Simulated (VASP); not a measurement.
**MnO: single point with PBE**

The system is MnO.

```
Mn O
1.0
     0.00000    2.19197    2.19197
     2.19197    0.00000    2.19197
     2.19197    2.19197    0.00000
Mn O
1 1
Direct
  0.00000 0.00000 0.00000
  0.50000 0.50000 0.50000
```

This cell differs from its parent crystal: volume scaled by 0.96.

```
Program                : VASP 6.6.1
Task                   : single point
Functional             : PBE
Potentials or basis    : VASP PAW PBE potentials, release 64 (Mn_pv, O)
Cutoff                 : 520 eV
k mesh                 : 10 × 10 × 10
Occupations            : fermi-dirac, width 0.05 eV
Spin                   : collinear spin, ferromagnetic start
Starting moments       : [5.0, 0.0] μB
Dipole correction      : no
Further INCAR settings : ALGO = Normal; EDIFF = 1e-06; NBANDS = 20
```

- Pressure: 4.7 GPa
- Net moment: 4.64 μB per cell
- Site moments: Mn +4.23; O +0.19 μB
- Valence electrons inside the program's atomic spheres: Mn 11.40; O 4.99

Levels at points of the mesh, in eV from the Fermi level:
Spin up:
```csv
k point,band 8,band 9,band 10,band 11,band 12,band 13,band 14,band 15,band 16,band 17
"(0.00, 0.00, 0.00)",-3.28,-3.28,-3.28,-2.72,-2.72,-0.36,14.07,16.66,16.66,16.66
"(0.50, 0.00, 0.00)",-2.31,-2.31,-1.86,0.29,0.29,3.55,8.06,12.15,12.15,19.02
"(0.50, 0.50, 0.00)",-4.37,-2.26,-2.01,-2.01,-1.85,5.30,8.01,10.63,14.08,14.08
```
Spin down:
```csv
k point,band 3,band 4,band 5,band 6,band 7,band 8,band 9,band 10,band 11,band 12
"(0.00, 0.00, 0.00)",-45.81,-20.25,-3.62,-3.62,-3.62,0.57,0.57,0.57,0.90,1.25
"(0.50, 0.00, 0.00)",-45.82,-19.21,-7.78,-5.20,-5.20,1.84,1.88,1.88,3.67,3.67
"(0.50, 0.50, 0.00)",-45.84,-19.26,-6.79,-4.63,-4.63,-1.10,1.87,2.15,2.34,2.34
```

Wall time 27 s on 1 thread of Intel(R) Xeon(R) Platinum 8259CL CPU @ 2.50GHz (Skylake/Cascade Lake), on a shared host, peak memory 0.17 GiB.

Caveat: a cell with one magnetic atom can't hold antiferromagnetic order, which such compounds often take; semilocal functionals often make such compounds metallic where correlation or magnetic order opens a gap, which also shifts bond lengths.
